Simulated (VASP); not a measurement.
# Ta (Pm-3n) in VASP: further runs, part 2 of 2

VASP 6.6.1. Earlier steps stand in the parts before.

## 3. Single point, PBE

The input, INCAR:

```
SYSTEM = Ta
ALGO = Normal
EDIFF = 1E-6
ENCUT = 520
GGA = PE
ISIF = 2
ISMEAR = -1
LASPH = .True.
LCHARG = .True.
LELF = .True.
LREAL = .False.
LVHAR = .True.
LWAVE = .False.
NBANDS = 54
NELM = 100
PREC = Accurate
SIGMA = 0.1
```

The input, KPOINTS:

```
k-points
0
Gamma
  7 7 7
  0 0 0
```

The input, POSCAR:

```
Ta
1.0
    5.3092750004      0.0000000000      0.0000000000
    0.0000000000      5.3092750004      0.0000000000
    0.0000000000      0.0000000000      5.3092750004
Ta
8
Direct
    0.0000000000      0.0000000000      1.0000000000
    0.5000000000      0.5000000000      0.5000000000
    0.2500000000      0.0000000000      0.5000000000
    0.7500000000      1.0000000000      0.5000000000
    0.5000000000      0.2500000000      1.0000000000
    0.5000000000      0.7500000000      1.0000000000
    1.0000000000      0.5000000000      0.2500000000
    1.0000000000      0.5000000000      0.7500000000
```

Potentials or basis: VASP PAW PBE potentials, release 64 (Ta_pv).

Started as:

```sh
$ cat potpaw_PBE.64/Ta_pv/POTCAR > POTCAR
$ mpirun -np 1 vasp_std > vasp.out
```

OUTCAR:

```text
SYSTEM = Ta
   EDIFF = 1E-6
   ENCUT = 520
   GGA = PE
   ISIF = 2
   ISMEAR = -1
   LASPH = .True.
   LREAL = .False.
   NELM = 100
   PREC = Accurate

 ion  position               nearest neighbor table
   1  0.000  0.000  0.000-   3 2.97   4 2.97   5 2.97   6 2.97   7 2.97   8 2.97   3 2.97   4 2.97
                             7 2.97   8 2.97   5 2.97   6 2.97
   2  0.500  0.500  0.500-   3 2.97   4 2.97   5 2.97   6 2.97   7 2.97   8 2.97   5 2.97   6 2.97
                             3 2.97   4 2.97   7 2.97   8 2.97
   3  0.250  0.000  0.500-   4 2.65   4 2.65   1 2.97   1 2.97   2 2.97   2 2.97   8 3.25   7 3.25
                             8 3.25   7 3.25   6 3.25   5 3.25   5 3.25   6 3.25
[... 1357 lines left out ...]
  in kB        1.8226949      1.8226949      1.8226949      0.0000000      0.0000000     -0.0000000
  external PRESSURE =       1.8226949 kB  Pullay stress =       0.0000000 kB

 VOLUME and BASIS-vectors are now :
 -----------------------------------------------------------------------------
  energy-cutoff  :      520.00
  volume of cell :      149.66
      direct lattice vectors                 reciprocal lattice vectors
     5.309275000  0.000000000  0.000000000     0.188349633  0.000000000  0.000000000
     0.000000000  5.309275000  0.000000000     0.000000000  0.188349633  0.000000000
     0.000000000  0.000000000  5.309275000     0.000000000  0.000000000  0.188349633

 POSITION                                       TOTAL-FORCE (eV/Angst)
 -----------------------------------------------------------------------------------
      0.00000      0.00000      0.00000        -0.000000     -0.000000      0.000000
      2.65464      2.65464      2.65464        -0.000000     -0.000000      0.000000
      1.32732      0.00000      2.65464         0.000000     -0.000000     -0.000000
      3.98196      0.00000      2.65464        -0.000000      0.000000      0.000000
      2.65464      1.32732      0.00000        -0.000000     -0.000000     -0.000000
      2.65464      3.98196      0.00000         0.000000     -0.000000     -0.000000
      0.00000      2.65464      1.32732         0.000000      0.000000     -0.000000
      0.00000      2.65464      3.98196         0.000000      0.000000      0.000000
 -----------------------------------------------------------------------------------
    total drift:                               -0.000000     -0.000000      0.000000

  FREE ENERGIE OF THE ION-ELECTRON SYSTEM (eV)
  ---------------------------------------------------
  free  energy   TOTEN  =       -94.3964601039 eV

  energy  without entropy=      -94.1287448745  energy(sigma->0) =      -94.26260249
```

OSZICAR:

```text
N       E                     dE             d eps       ncg     rms          rms(c)
DAV:   1     0.926262882100E+03    0.92626E+03   -0.48640E+04  2200   0.169E+03
DAV:   2    -0.505710852400E+02   -0.97683E+03   -0.95716E+03  2318   0.509E+02
DAV:   3    -0.968191096547E+02   -0.46248E+02   -0.44244E+02  2734   0.940E+01
DAV:   4    -0.983541677983E+02   -0.15351E+01   -0.15082E+01  2592   0.145E+01
DAV:   5    -0.983937823753E+02   -0.39615E-01   -0.39502E-01  2720   0.210E+00    0.363E+01
DAV:   6    -0.953606362817E+02    0.30331E+01   -0.36321E+00  2474   0.108E+01    0.176E+01
DAV:   7    -0.944176334855E+02    0.94300E+00   -0.32762E+00  2432   0.100E+01    0.125E+00
DAV:   8    -0.944018879354E+02    0.15746E-01   -0.11777E-01  2656   0.246E+00    0.800E-01
DAV:   9    -0.943965484766E+02    0.53395E-02   -0.19722E-02  2574   0.837E-01    0.176E-01
DAV:  10    -0.943964738515E+02    0.74625E-04   -0.11688E-03  2488   0.212E-01    0.100E-01
DAV:  11    -0.943964696697E+02    0.41818E-05   -0.87292E-05  2764   0.483E-02    0.181E-02
DAV:  12    -0.943964619788E+02    0.76909E-05   -0.16192E-05  2152   0.238E-02    0.913E-03
DAV:  13    -0.943964602161E+02    0.17626E-05   -0.31790E-06  1854   0.114E-02    0.140E-03
DAV:  14    -0.943964601039E+02    0.11225E-06   -0.17230E-07  1440   0.251E-03
   1 F= -.94396460E+02 E0= -.94262602E+02  d E =-.267715E+00
```

stdout:

```text
POSCAR found type information on POSCAR Ta
 POSCAR found :  1 types and       8 ions
 scaLAPACK will be used
 LDA part: xc-table for (Slater+PW92), standard interpolation
 POSCAR, INCAR and KPOINTS ok, starting setup
 FFT: planning ... GRIDC
 FFT: planning ... GRID_SOFT
 FFT: planning ... GRID
 WAVECAR not read
 entering main loop
```

It took 3.5 min on 1 thread of Intel Xeon 8259CL, shared host; peak memory 0.3 GiB.

Results:

```
Free energy            : -94.3965 eV
Pressure               : 0.2 GPa
Band gap on the k mesh : zero (bands 44 and 45 overlap by 0.40 eV)
```

Levels at points of the mesh, in eV from the Fermi level:
```csv
k point,band 41,band 42,band 43,band 44,band 45,band 46,band 47,band 48
"(0.00, 0.00, 0.00)",-1.10,-1.08,-0.75,-0.75,0.12,0.12,0.86,0.86
```

Caveat: spin-orbit coupling is left out, which moves the levels of the heavy elements.

## 4. Relaxation of cell and atoms, PBE

This run uses another cell than the first one, of 18.06 Å³/atom.

The input, INCAR:

```
ALGO     = Normal         # electronic algorithm
EDIFF    = 1E-6           # SCF threshold, eV
EDIFFG   = -0.01          # ionic threshold
ENCUT    = 600            # plane-wave cutoff, eV
GGA      = PE             # functional
IBRION   = 2              # ionic algorithm
ISIF     = 3              # what is computed and relaxed
ISMEAR   = -1             # smearing method
LASPH    = True           # aspherical terms in the spheres
LCHARG   = False          # write CHGCAR
LREAL    = False          # projectors in reciprocal space
LWAVE    = False          # write WAVECAR
NELM     = 80             # most SCF steps
NSW      = 80             # ionic steps
PREC     = Accurate       # precision mode
SIGMA    = 0.1            # smearing width, eV
```

The input, KPOINTS:

```
k-points
0
Gamma
  5 5 5
```

The input, POSCAR:

```
Ta
1.0
    5.2476303976      0.0000000000      0.0000000000
    0.0000000000      5.2476303976      0.0000000000
    0.0000000000      0.0000000000      5.2476303976
Ta
8
Direct
    0.0000000000      0.0000000000      0.0000000000
    0.5000000000      0.5000000000      0.5000000000
    0.2500000000      0.0000000000      0.5000000000
    0.7500000000      0.0000000000      0.5000000000
    0.5000000000      0.2500000000      0.0000000000
    0.5000000000      0.7500000000      0.0000000000
    0.0000000000      0.5000000000      0.2500000000
    0.0000000000      0.5000000000      0.7500000000
```

Potentials or basis: VASP PAW PBE potentials, release 64 (Ta_pv).

Started as:

```sh
$ cat potpaw_PBE.64/Ta_pv/POTCAR > POTCAR
$ mpirun -np 1 vasp_std > vasp.out
```

OUTCAR:

```text
EDIFF = 1E-6
   EDIFFG = -0.01
   ENCUT = 600
   GGA = PE
   IBRION = 2
   ISIF = 3
   ISMEAR = -1
   LASPH = True
   LREAL = False
   NELM = 80
   NSW = 80
   PREC = Accurate

 ion  position               nearest neighbor table
   1  0.000  0.000  0.000-   3 2.93   4 2.93   5 2.93   6 2.93   7 2.93   8 2.93   3 2.93   4 2.93
                             7 2.93   8 2.93   5 2.93   6 2.93
   2  0.500  0.500  0.500-   3 2.93   4 2.93   5 2.93   6 2.93   7 2.93   8 2.93   5 2.93   6 2.93
                             3 2.93   4 2.93   7 2.93   8 2.93
   3  0.250  0.000  0.500-   4 2.62   4 2.62   1 2.93   1 2.93   2 2.93   2 2.93   8 3.21   5 3.21
                             5 3.21   6 3.21   6 3.21   7 3.21   8 3.21   7 3.21
   4  0.750  0.000  0.500-   3 2.62   3 2.62   1 2.93   1 2.93   2 2.93   2 2.93   8 3.21   5 3.21
                             5 3.21   6 3.21   6 3.21   7 3.21   8 3.21   7 3.21
   5  0.500  0.250  0.000-   6 2.62   6 2.62   1 2.93   2 2.93   2 2.93   1 2.93   8 3.21   4 3.21
                             3 3.21   4 3.21   3 3.21   7 3.21   7 3.21   8 3.21
   6  0.500  0.750  0.000-   5 2.62   5 2.62   1 2.93   2 2.93   2 2.93   1 2.93   8 3.21   4 3.21
                             3 3.21   4 3.21   3 3.21   7 3.21   7 3.21   8 3.21
   7  0.000  0.500  0.250-   8 2.62   8 2.62   1 2.93   2 2.93   1 2.93   2 2.93   3 3.21   4 3.21
                             5 3.21   3 3.21   4 3.21   6 3.21   5 3.21   6 3.21
   8  0.000  0.500  0.750-   7 2.62   7 2.62   1 2.93   2 2.93   1 2.93   2 2.93   3 3.21   4 3.21
                             5 3.21   3 3.21   4 3.21   6 3.21   5 3.21   6 3.21

  LATTYP: Found a simple cubic cell.
 ALAT       =     5.2476303976

  Lattice vectors:

 A1 = (   5.2476303976,   0.0000000000,   0.0000000000)
 A2 = (   0.0000000000,   5.2476303976,   0.0000000000)
 A3 = (   0.0000000000,   0.0000000000,   5.2476303976)

Analysis of symmetry for initial positions (statically):
=====================================================================
 Subroutine PRICEL returns:
 Original cell was already a primitive cell.

 Routine SETGRP: Setting up the symmetry group for a
 simple cubic supercell.

 Subroutine GETGRP returns: Found 48 space group operations
 (whereof 24 operations were pure point group operations)
 out of a pool of 48 trial point group operations.

The static configuration has the point symmetry T_h .
 The point group associated with its full space group is O_h .

Analysis of symmetry for dynamics (positions and initial velocities):
=====================================================================
 Subroutine PRICEL returns:
 Original cell was already a primitive cell.

 Routine SETGRP: Setting up the symmetry group for a
 simple cubic supercell.

 Subroutine GETGRP returns: Found 48 space group operations
 (whereof 24 operations were pure point group operations)
 out of a pool of 48 trial point group operations.

The dynamic configuration has the point symmetry T_h .
 The point group associated with its full space group is O_h .

 Subroutine INISYM returns: Found 48 space group operations
 (whereof 24 operations are pure point group operations),
 and found     1 'primitive' translations

----------------------------------------------------------------------------------------

                                     Primitive cell

  volume of cell :     144.5073

  direct lattice vectors                    reciprocal lattice vectors
     5.247630398  0.000000000  0.000000000     0.190562201  0.000000000  0.000000000
     0.000000000  5.247630398  0.000000000     0.000000000  0.190562201  0.000000000
     0.000000000  0.000000000  5.247630398     0.000000000  0.000000000  0.190562201

  length of vectors
     5.247630398  5.247630398  5.247630398     0.190562201  0.190562201  0.190562201

  position of ions in fractional coordinates (direct lattice)
     0.000000000  0.000000000  0.000000000
[... 47 lines left out ...]
  0.000000  0.000000  0.000000      1.000000
  0.200000  0.000000  0.000000      6.000000
  0.400000  0.000000  0.000000      6.000000
  0.200000  0.200000  0.000000     12.000000
  0.400000  0.200000  0.000000     24.000000
  0.400000  0.400000  0.000000     12.000000
  0.200000  0.200000  0.200000      8.000000
  0.400000  0.200000  0.200000     24.000000
  0.400000  0.400000  0.200000     24.000000
  0.400000  0.400000  0.400000      8.000000
   k-points           NKPTS =     10   k-points in BZ     NKDIM =     10   number of bands    NBANDS=     52
   number of dos      NEDOS =    301   number of ions     NIONS =      8
   total plane-waves  NPLWV =  74088
   dimension x,y,z NGX =    42 NGY =   42 NGZ =   42
   dimension x,y,z NGXF=    84 NGYF=   84 NGZF=   84
   ions per type =               8
   NGX,Y,Z   is equivalent  to a cutoff of  13.31, 13.31, 13.31 a.u.
   NGXF,Y,Z  is equivalent  to a cutoff of  26.61, 26.61, 26.61 a.u.
 SYSTEM =  unknown system
   PREC   = accura    normal or accurate (medium, high low for compatibility)
   ISTART =      0    job   : 0-new  1-cont  2-samecut
   ICHARG =      2    charge: 1-file 2-atom 10-const
   ISPIN  =      1    spin polarized calculation?
   LNONCOLLINEAR =      F non collinear calculations
   LSORBIT =      F    spin-orbit coupling
   LASPH  =      T    aspherical Exc in radial PAW
   ENCUT  =  600.0 eV  44.10 Ry    6.64 a.u.  10.48 10.48 10.48*2*pi/ulx,y,z
   NELM   =     80;   NELMIN=  2; NELMDL= -5     # of ELM steps
   EDIFF  = 0.1E-05   stopping-criterion for ELM
   LREAL  =      F    real-space projection
   EDIFFG = -.1E-01   stopping-criterion for IOM
   NSW    =     80    number of steps for IOM
   IBRION =      2    ionic relax: 0-MD 1-quasi-New 2-CG
   NFREE  =      1    steps in history (QN), initial steepest desc. (CG)
   ISIF   =      3    stress and relaxation
   ISYM   =      2    0-nonsym 1-usesym 2-fastsym
   POTIM  = 0.5000    time-step for ionic-motion
   TEBEG  =    0.0;   TEEND  =   0.0 temperature during run
   PSTRESS=    0.0 pullay stress
   NELECT =      88.0000    total number of electrons
   NUPDOWN=      -1.0000    fix difference up-down
   EMIN   =  10.00;   EMAX   =-10.00  energy-range for DOS
   EFERMI =   0.00;   METHOD = LEGACY
   ISMEAR =    -1;   SIGMA  =   0.10  broadening in eV -4-tet -1-fermi 0-gaus
   EFERMI_NEDOS =   21; number of points for ismear=-14 and -15
   IALGO  =     38    algorithm
   IMIX   =      4    mixing-type and parameters
     AMIX     =   0.40;   BMIX     =  1.00
     AMIX_MAG =   1.60;   BMIX_MAG =  1.00
  volume/ion in A,a.u.               =      18.06       121.90
  Fermi-wavevector in a.u.,A,eV,Ry     =   1.387626  2.622233 26.198105  1.925506
  Thomas-Fermi vector in A             =   2.511829
   LORBIT       =      0    0 simple, 1 ext, 2 COOP (PROOUT), +10 PAW based schemes
   GGA     = PE    functional components
   LHFCALC =     F    Hartree Fock is set to
   AEXX    =    0.0000 exact exchange contribution
   IVDW    =     0    specifies the selected vdW correction
   LEPSILON=     F    determine dielectric tensor
   LRPA    =     F    only Hartree local field effects (RPA)
 conjugate gradient relaxation of ions
 non-spin polarized calculation
  energy-cutoff  :      600.00
  volume of cell :      144.51
 maximum number of plane-waves:      4841
 NGX is ok and might be reduce to    42
   NGX = 21   NGY = 21   NGZ = 21

--------------------------------------- Ionic step        1  -------------------------------------------

 number of electron      87.9999970 magnetization

 Free energy of the ion-electron system (eV)
  ---------------------------------------------------
  ext. energy  EPLUGINS =         0.00000000
  ---------------------------------------------------
  free energy    TOTEN  =       -94.29759518 eV

  energy without entropy =      -94.04281981  energy(sigma->0) =      -94.17020749

------------------------ aborting loop because EDIFF is reached ----------------------------------------

  FORCE on cell =-STRESS in cart. coord.  units (eV):
  Direction    XX          YY          ZZ          XY          YZ          ZX
  --------------------------------------------------------------------------------------
  -------------------------------------------------------------------------------------
  Total        6.7902478      6.7902478      6.7902478      0.0000000      0.0000000     -0.0000000
  in kB       75.2846595     75.2846595     75.2846595      0.0000000      0.0000000     -0.0000000
  external PRESSURE =      75.2846595 kB  Pullay stress =       0.0000000 kB
[... 113 lines left out ...]
--------------------------------------- Ionic step        4  -------------------------------------------

 number of electron      87.9999993 magnetization

 Free energy of the ion-electron system (eV)
  ---------------------------------------------------
  ext. energy  EPLUGINS =         0.00000000
  ---------------------------------------------------
  free energy    TOTEN  =       -94.41736023 eV

  energy without entropy =      -94.16768250  energy(sigma->0) =      -94.29252137

 E-fermi :   5.2622     XC(G=0): -12.4185

 val. band max:        5.2539203115   @ k =   0.4000   0.4000   0.0000
 cond. band min:       5.3799139495   @ k =   0.0000   0.0000   0.0000
 fundamental gap:      0.1259936381
 Fermi energy:         5.2621841265

 k-point     1 :       0.0000    0.0000    0.0000
  band No.  band energies     occupation
      1     -29.3924      2.00000
      2     -29.3924      2.00000
      3     -29.2724      2.00000
      4     -29.0109      2.00000
      5     -29.0109      2.00000
      6     -29.0109      2.00000
[... 574 lines left out ...]
  FREE ENERGIE OF THE ION-ELECTRON SYSTEM (eV)
  ---------------------------------------------------
  free  energy   TOTEN  =       -94.4173602297 eV

  energy  without entropy=      -94.1676825006  energy(sigma->0) =      -94.29252137

 reached required accuracy - stopping structural energy minimisation
```

Wall time 6.9 min (1 thread of Intel Xeon 8259CL, shared host); peak memory 0.3 GiB.

Results:

```
Free energy                           : -94.4174 eV
Relaxed volume                        : 18.72 Å³/atom
Relaxed cell                          : a = 5.310 Å, b = 5.310 Å, c = 5.310 Å, α = 90.00°, β = 90.00°, γ = 90.00°
Space group after relaxing (to 0.1 Å) : Pm-3n (No. 223)
Energy gained by relaxing             : 15.0 meV/atom
Ionic steps                           : 4
Pressure after relaxing               : 0.0 GPa
Band gap on the k mesh                : zero (bands 44 and 45 overlap by 0.19 eV)
```

The path:
```csv
step,energy change (eV),largest force (eV/Å),pressure (GPa),volume (Å³)
1,0.0000,0.0000,7.53,144.51
2,0.5090,0.0000,-14.19,163.00
3,-0.1197,0.0000,-0.21,149.91
4,-0.1198,0.0000,0.00,149.76
```

Final structure:
```
Ta
1.0
     5.31045    0.00000    0.00000
     0.00000    5.31045    0.00000
     0.00000    0.00000    5.31045
Ta
8
Cartesian
  0.0000 0.0000 0.0000
  2.6552 2.6552 2.6552
  1.3276 0.0000 2.6552
  3.9828 0.0000 2.6552
  2.6552 1.3276 0.0000
  2.6552 3.9828 0.0000
  0.0000 2.6552 1.3276
  0.0000 2.6552 3.9828
```

Levels at points of the mesh, in eV from the Fermi level:
| k point | band 41 | band 42 | band 43 | band 44 | band 45 | band 46 | band 47 | band 48 |
| --- | --- | --- | --- | --- | --- | --- | --- | --- |
| (0.00, 0.00, 0.00) | -1.10 | -1.07 | -0.75 | -0.75 | 0.12 | 0.12 | 0.86 | 0.86 |

Caveat: spin-orbit coupling is left out, which moves the levels of the heavy elements.

## 5. Summary

```tsv
task	cell	k mesh	cutoff (eV)	gap on the mesh (eV)	pressure (GPa)
single point	a = 5.309 Å, 8 atoms	5 × 5 × 5	520	none	0.1
single point	a = 5.309 Å, 8 atoms	7 × 7 × 7	520	none	0.2
relaxation of cell and atoms	relaxed from a = 5.248 Å, 8 atoms	5 × 5 × 5	600	none	0.0
```

Alike in all rows: level PBE; potentials or basis VASP PAW PBE potentials, release 64 (Ta_pv); no spin polarisation; smearing fermi-dirac 0.1 eV.

Caveats: spin-orbit coupling is left out, which moves the levels of the heavy elements.

Total energies depend on the potentials used, so only differences within one code and one set of settings carry meaning.
